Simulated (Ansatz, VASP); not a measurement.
MgO: VASP beside Ansatz

File INCAR:

```
PREC = Accurate
ENCUT = 520
EDIFF = 1E-7
ISMEAR = 0
SIGMA = 0.05
LREAL = False
LASPH = True
NELM = 80
ALGO = Normal
ISIF = 2
LWAVE = False
LCHARG = False
GGA = CA
NBANDS = 36
```

The input KPOINTS:

```
regular mesh
0
Gamma
  9 9 2
```

File POSCAR:

```
MgO
1.0
    2.1351500000     -2.1351500000      0.0000000000
    2.1351500000      0.0000000000     -2.1351500000
    9.1179502692      9.1179502692      9.1179502692
Mg O
6 6
Direct
    0.6666666667      0.6666666667      0.0390283258
    0.0000000000      0.0000000000      0.8195948409
    0.3333333333      0.3333333333      0.1951416288
    0.6666666667      0.6666666667      0.5073682348
    0.0000000000      0.0000000000      0.3512549318
    0.3333333333      0.3333333333      0.6634815379
    0.6666666667      0.6666666667      0.2731982803
    0.0000000000      0.0000000000      0.1170849773
    0.3333333333      0.3333333333      0.4293115833
    0.6666666667      0.6666666667      0.7415381894
    1.0000000000      1.0000000000      0.5854248863
    0.3333333333      0.3333333333      0.8976514924
```

Input for Ansatz:

```yaml
crystal:
  lattice:
    - [2.13515, -2.13515, 0.0]
    - [2.13515, 0.0, -2.13515]
    - [9.1179502692, 9.1179502692, 9.1179502692]
  atoms:
    - { symbol: Mg, position: [0.6666666667, 0.6666666667, 0.0390283258] }
    - { symbol: Mg, position: [0.0, 0.0, 0.8195948409] }
    - { symbol: Mg, position: [0.3333333333, 0.3333333333, 0.1951416288] }
    - { symbol: Mg, position: [0.6666666667, 0.6666666667, 0.5073682348] }
    - { symbol: Mg, position: [0.0, 0.0, 0.3512549318] }
    - { symbol: Mg, position: [0.3333333333, 0.3333333333, 0.6634815379] }
    - { symbol: O, position: [0.6666666667, 0.6666666667, 0.2731982803] }
    - { symbol: O, position: [0.0, 0.0, 0.1170849773] }
    - { symbol: O, position: [0.3333333333, 0.3333333333, 0.4293115833] }
    - { symbol: O, position: [0.6666666667, 0.6666666667, 0.7415381894] }
    - { symbol: O, position: [1.0, 1.0, 0.5854248863] }
    - { symbol: O, position: [0.3333333333, 0.3333333333, 0.8976514924] }
basis:
  ecutwfc: 420
kpoints:
  mp_grid: { grid: [9, 9, 2] }
hamiltonian:
  xc: lda
scf:
  occupations: { method: gaussian, width: 0.05 }
output:
  forces: true
  stress: true
  eigenvalues: true
```

Alike in both runs: task single point; functional LDA; k mesh 9 × 9 × 2; occupations gaussian, width 0.05 eV; no spin polarisation.

|  | VASP | Ansatz |
| --- | --- | --- |
| version | VASP 6.6.1 | Ansatz 0.2.0 |
| potentials or method | VASP PAW LDA potentials, release 64 (Mg, O), cutoff 520 eV | scalar-relativistic, plane waves, PAW |
| valence electrons in the cell | 48 | 96 |

```tsv
	VASP	Ansatz	Ansatz less VASP
gap on the k mesh at the Fermi level (eV)	none	none	-
pressure (GPa)	-14.2	-12.8	+1.45
traceless stress, the component that is largest in VASP (GPa)	-4.77	-4.80	-0.026
rms of the force components (eV/Å)	0.688	0.691	+0.0034
```

LDA's correlation is that of Perdew and Zunger in VASP and of Perdew and Wang (1992) in Ansatz. Atom by atom the forces differ by 0.006 eV/Å (rms over components). A gap of «none» marks a metal or a gap that the smearing closes. VASP's potentials hold 48 valence electrons a cell and Ansatz's 96, so a difference there can come from the potentials and not from the codes.
